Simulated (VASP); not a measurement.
Runs of VASP 6.6.1 on W. The structure is that of space group Fm-3m (No. 225), or close to it. The cells are those of the table. 

```tsv
task	cell	k mesh	cutoff (eV)	gap on the mesh (eV)	pressure (GPa)	relaxed volume (Å³/atom)
relaxation of cell and atoms	relaxed from a = 2.871 Å, angles 60.0°, 1 atom	8 × 8 × 8	500	none	-0.4	(a)
single point	a = 2.871 Å, angles 60.0°, 1 atom	8 × 8 × 8	500	none	-16.0	-
single point	a = 2.809 Å, angles 60.0°, 1 atom	18 × 18 × 18	520	none	1.9	-
relaxation of cell and atoms	relaxed from a = 2.809 Å, angles 60.0°, 1 atom	18 × 18 × 18	600	none	0.0	15.77
single point	a = 2.809 Å, angles 60.0°, 1 atom	8 × 8 × 8	500	none	(b)	-
```

Alike in all rows: level LDA; potentials or basis VASP PAW LDA potentials, release 64 (W_sv); no spin polarisation; smearing gaussian 0.1 eV.

Estimate the missing entries.

(a) 15.80; (b) 2.0.

Caveats: spin-orbit coupling is left out, which moves the levels of the heavy elements.

A k mesh can miss the band edges, and the runs leave out spin-orbit coupling on W.

A gap of «none» marks levels without a gap at the run's occupations.
